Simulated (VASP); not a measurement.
Here is a VASP 6.6.1 calculation.

Contents of INCAR:

```
SYSTEM = SnO2
ALGO     = Normal         ! electronic algorithm
EDIFF    = 1E-6           ! SCF threshold, eV
ENCUT    = 520            ! plane-wave cutoff, eV
GGA      = PE             ! functional
ISIF     = 2              ! what is computed and relaxed
ISMEAR   = 0              ! smearing method
IVDW     = 12             ! dispersion correction
LASPH    = .TRUE.         ! aspherical terms in the spheres
LCHARG   = .FALSE.        ! write CHGCAR
LREAL    = .FALSE.        ! projectors in reciprocal space
LWAVE    = .FALSE.        ! write WAVECAR
NBANDS   = 49             ! bands
NELM     = 60             ! most SCF steps
PREC     = Accurate       ! precision mode
SIGMA    = 0.05           ! smearing width, eV
```

File KPOINTS:

```
k-points
0
G
  9 9 2
  0 0 0
```

Contents of POSCAR:

```
SnO2
1.0
   -3.2372529198      0.0000000000      0.0000000000
   -1.6186264599     -2.8035432670      0.0000000000
   -2.9135276278     -1.6821259603     13.2254773976
Sn O
3 6
Direct
    0.3746156239      0.3746156239      0.4867517379
    0.9026561427     -0.0973438573      0.1622397622
   -0.1534248948     -0.1534248948      0.8112637135
    0.5243843801      0.5243843801      0.2371371442
    0.4683033427     -0.5316966573      0.8861610955
   -0.0036561386     -0.0036561386      0.5616491199
    0.2248468677      0.2248468677      0.7363663315
    0.7528873865     -0.2471126135      0.4118543559
    0.2809279052      0.2809279052      0.0873423802
```

Potentials or basis: VASP PAW PBE potentials, release 64 (Sn_d, O).

Launch:

```bash
$ cat potpaw_PBE.64/Sn_d/POTCAR potpaw_PBE.64/O/POTCAR > POTCAR
$ mpirun -np 1 vasp_std > vasp.out
```

Task: What does it give for the band gap on the k mesh?

Result: 1.54 eV, indirect (least direct gap 1.61 eV).

Task: Predict the pressure.

Result: 0.8 GPa.

Task: What does it give for the dispersion energy per atom?

Result: -0.195 eV.

Stress tensor (GPa, compression positive):
```
0.17 0.01 0.27
0.01 0.16 0.15
0.27 0.15 2.03
```

Caveat: spin-orbit coupling is left out, which moves the levels of the heavy elements. A k mesh can miss the band edges.
